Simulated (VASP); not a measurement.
Wanted: the native input for a VASP 6.6.1 run.

```
Task                   : electric field gradients
Functional             : PBEsol
Potentials or basis    : VASP PAW PBE potentials, release 64 (K_sv)
Cutoff                 : 520 eV
k mesh                 : 10 × 10 × 10
Occupations            : fermi-dirac, width 0.08 eV
Spin                   : no spin polarisation
Dipole correction      : no
Further INCAR settings : ALGO = Normal; EDIFF = 1e-08; NBANDS = 10
```

The structure of K lies in POSCAR:

```
K
1.0
   -2.5645564326      2.5645564326      2.5645564326
    2.5645564326     -2.5645564326      2.5645564326
    2.5645564326      2.5645564326     -2.5645564326
K
1
Direct
    0.0000000000      0.0000000000      0.0000000000
```

One way to write it, as run:

INCAR

```
SYSTEM = K
ALGO = Normal
EDIFF = 1E-8
ENCUT = 520
GGA = PS
ISIF = 2
ISMEAR = -1
LASPH = .True.
LCHARG = .False.
LEFG = .True.
LREAL = .False.
LWAVE = .False.
NBANDS = 10
NELM = 100
PREC = Accurate
SIGMA = 0.08
```

KPOINTS

```
k-points
0
Gamma
  10 10 10
  0 0 0
```

Potentials or basis: VASP PAW PBE potentials, release 64 (K_sv).

Run with:

```console
$ cat potpaw_PBE.64/K_sv/POTCAR > POTCAR
$ mpirun -np 1 vasp_std > vasp.out
```

Results of the run:

```
Pressure                                : 0.2 GPa
Band gap on the k mesh                  : zero (an odd number of electrons rules out a gap without spin polarisation)
Largest electric field gradient by atom : zero within the noise of the run
```

Caveat: the PAW data sets were made with another functional, which shifts forces and pressure a little.

Run time: 55 s on 1 thread of AMD EPYC 7R13 (shared host), peak memory 0.18 GiB.
